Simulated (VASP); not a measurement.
## Fe: single point with PBE

Fe:

```
Fe
1.0
     3.86794    0.00000    0.00000
    -1.93397    3.34973    0.00000
    -1.93397    1.11658    0.85235
Fe
1
Direct
  0.00000 0.00000 0.00000
```

```yaml
Program: VASP 6.6.1
Task: single point
Functional: PBE
Potentials_or_basis: VASP PAW PBE potentials, release 64 (Fe)
Cutoff: 520 eV
k_mesh: 9 × 9 × 39
Occupations: gaussian, width 0.1 eV
Spin: collinear spin, ferromagnetic start
Starting_moments: "[2.44] μB"
```

```yaml
Pressure: 7.6 GPa
Net_moment: 2.19 μB per cell
Site_moments: Fe +2.18 μB
Valence_electrons_inside_the_program's_atomic_spheres: Fe 7.34
```

Stress tensor (GPa, compression positive):
```
12.09 -0.02 -0.04
-0.02 12.07  0.02
-0.04  0.02 -1.40
```

Levels at points of the mesh, in eV from the Fermi level:
Spin up:
| k point | band 1 | band 2 | band 3 | band 4 | band 5 | band 6 | band 7 | band 8 | band 9 | band 10 |
| --- | --- | --- | --- | --- | --- | --- | --- | --- | --- | --- |
| (0.00, 0.00, 0.00) | -8.63 | -2.63 | -2.63 | -2.03 | -1.05 | -1.05 | 24.39 | 24.39 | 26.81 | 29.90 |
Spin down:
| k point | band 1 | band 2 | band 3 | band 4 | band 5 | band 6 | band 7 | band 8 |
| --- | --- | --- | --- | --- | --- | --- | --- | --- |
| (0.00, 0.00, 0.00) | -8.45 | -0.85 | -0.85 | 0.14 | 1.69 | 1.69 | 24.20 | 24.20 |

It took 11 min on 1 thread of Intel Xeon 6975P-C, with other jobs on the host, peak memory 0.47 GiB.
